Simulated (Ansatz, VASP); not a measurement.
Al in VASP and in Ansatz

```
CELL_PARAMETERS angstrom
5.72468 0.00000 0.00000
0.00000 5.72468 0.00000
0.00000 0.00000 23.07194
ATOMIC_POSITIONS crystal
Al 0.25000 0.25000 0.36841
Al 0.25000 0.75000 0.36841
Al 0.75000 0.25000 0.36841
Al 0.75000 0.75000 0.36841
Al 0.00000 0.00000 0.45614
Al 0.00000 0.50000 0.45614
Al 0.50000 0.00000 0.45614
Al 0.50000 0.50000 0.45614
Al 0.24670 0.24670 0.54816
Al 0.24670 0.75330 0.54816
Al 0.75330 0.24670 0.54816
Al 0.75330 0.75330 0.54816
Al 0.00000 0.50000 0.63173
Al 0.50000 0.00000 0.63173
Al 0.50000 0.50000 0.63865
```

Change from the starting cell: Al vacancy.

Alike in both runs: task single point; functional PBE; k mesh 10 × 10 × 1; occupations gaussian, width 0.1 eV; no spin polarisation.

|  | VASP | Ansatz |
| --- | --- | --- |
| version | VASP 6.6.1 | Ansatz 0.2.0 |
| potentials or method | VASP PAW PBE potentials, release 64 (Al), cutoff 520 eV | scalar-relativistic, plane waves, PAW |
| valence electrons in the cell | 45 | 45 |

```csv
,VASP,Ansatz,Ansatz less VASP
gap on the k mesh at the Fermi level (eV),none,none,-
rms of the force components (eV/Å),0.086,0.086,-0.0002
```

Atom by atom the forces differ by 0.002 eV/Å (rms over components). A gap of «none» marks a metal or a gap that the smearing closes. The functional is the same, so the differences come from potentials, cutoffs and numerics. Ansatz's warnings: xc potential rough in thin density.
